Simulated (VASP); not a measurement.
Set up this calculation in VASP 6.6.1, as the native input.

```
Task                   : single point
Functional             : PBE
Dispersion             : D3(BJ)
Potentials or basis    : VASP PAW PBE potentials, release 64 (Sn_d, Se)
Cutoff                 : 520 eV
k mesh                 : 8 × 6 × 1
Occupations            : gaussian, width 0.02 eV
Spin                   : no spin polarisation
Dipole correction      : yes
Further INCAR settings : ALGO = Normal; EDIFF = 1e-06; NBANDS = 28
```

The structure of SnSe lies in POSCAR:

```
SnSe
1.0
    4.1672321250      0.0000000000      0.0000000000
    0.0000000000      4.3883960892      0.0000000000
    0.0000000000      0.0000000000     32.0791552045
Sn Se
2 2
Direct
    0.7500000000      0.5960558228      0.4526237898
    0.2500000000      0.0960558228      0.5473762102
    0.2500000000      0.0230073200      0.4616985016
    0.7500000000      0.5230073200      0.5383014984
```

This cell differs from its parent crystal: a layer taken out of the bulk.

The input as run:

INCAR

```
SYSTEM = SnSe
  PREC = Accurate
  ENCUT = 520
  EDIFF = 1E-6
  ISMEAR = 0
  SIGMA = 0.02
  LREAL = .False.
  LASPH = .True.
  NELM = 60
  ALGO = Normal
  ISIF = 2
  LWAVE = .False.
  LCHARG = .True.
  LDIPOL = .True.
  IDIPOL = 3
  DIPOL = 0.5 0.5 0.500
  GGA = PE
  IVDW = 12
  LELF = .True.
  LVHAR = .True.
  LVACPOTAV = .True.
  NBANDS = 28
```

KPOINTS

```
regular mesh
0
Gamma
  8 6 1
  0 0 0
```

Potentials or basis: VASP PAW PBE potentials, release 64 (Sn_d, Se).

Command:

```sh
$ cat potpaw_PBE.64/Sn_d/POTCAR potpaw_PBE.64/Se/POTCAR > POTCAR
$ mpirun -np 1 vasp_std > vasp.out
```

It gave:

- Largest force: 0.167 eV/Å
- Band gap on the k mesh: 1.26 eV (least direct gap 1.30 eV)
- Dispersion energy per atom: -0.238 eV

Caveat: the cell differs from its parent crystal (a layer taken out of the bulk); spin-orbit coupling is left out, which moves the levels of the heavy elements.

It took 5.1 min on 1 thread of Oxide Virtual Turin-like Processor (shared host), peak memory 0.72 GiB.
